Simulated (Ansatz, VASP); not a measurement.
# Two plane-wave programs on Te

File INCAR:

```
  PREC = Accurate
  ENCUT = 520
  EDIFF = 1E-6
  ISMEAR = -1
  SIGMA = 0.05
  LREAL = False
  LASPH = True
  NELM = 60
  ALGO = Normal
  ISIF = 2
  LWAVE = False
  LCHARG = False
  GGA = RP
  IVDW = 13
  NBANDS = 16
```

The input KPOINTS:

```
regular mesh
0
Gamma
  7 7 5
```

File POSCAR:

```
Te
1.0
    4.4834975484      0.0000000000      0.0000000000
   -2.2417487742      3.8828227747      0.0000000000
    0.0000000000      0.0000000000      5.9632329314
Te
3
Direct
    0.7310000000      0.7310000000      0.0000000000
    0.0000000000      0.2690000000      0.6666666667
    0.2690000000      0.0000000000      0.3333333333
```

The input input.yaml:

```yaml
crystal:
  lattice:
    - [4.4834975484, 0.0, 0.0]
    - [-2.2417487742, 3.8828227747, 0.0]
    - [0.0, 0.0, 5.9632329314]
  atoms:
    - { symbol: Te, position: [0.731, 0.731, 0.0] }
    - { symbol: Te, position: [0.0, 0.269, 0.6666666667] }
    - { symbol: Te, position: [0.269, 0.0, 0.3333333333] }
hamiltonian:
  xc: rpbe
  pseudopotentials: { kind: paw }
  dispersion: d4
kpoints:
  mp_grid: { grid: [7, 7, 5] }
scf:
  occupations: { method: fermi_dirac, width: 0.05 }
output:
  forces: true
  stress: true
  eigenvalues: true
```

Alike in both runs: task single point; functional RPBE; dispersion D4; k mesh 7 × 7 × 5; occupations fermi-dirac, width 0.05 eV; no spin polarisation.

```csv
,VASP,Ansatz
version,VASP 6.6.1,Ansatz 0.2.0
potentials or method,"VASP PAW PBE potentials, release 64 (Te)",Ansatz PAW
plane-wave cutoff (eV),520,420
valence electrons in the cell,18,48
```

|  | VASP | Ansatz | Ansatz less VASP |
| --- | --- | --- | --- |
| gap on the k mesh at the Fermi level (eV) | 0.67 | 0.67 | +0.002 |
| least direct gap on the mesh (eV) | 0.79 | 0.80 | +0.011 |
| pressure (GPa) | -2.7 | -2.7 | +0.03 |
| traceless stress, the component that is largest in VASP (GPa) | 0.19 | 0.18 | -0.002 |
| rms of the force components (eV/Å) | 0.056 | 0.054 | -0.0021 |

VASP's potentials were made for PBE, not for RPBE. Atom by atom the forces differ by 0.002 eV/Å (rms over components). VASP's potentials hold 18 valence electrons a cell and Ansatz's 48, so a difference there can come from the potentials and not from the codes.

Neither program's run includes spin-orbit coupling. Noted on Ansatz's run: odd divisions of the mesh miss points on the zone boundary, where band edges often lie, so the gap on the mesh can be too wide.
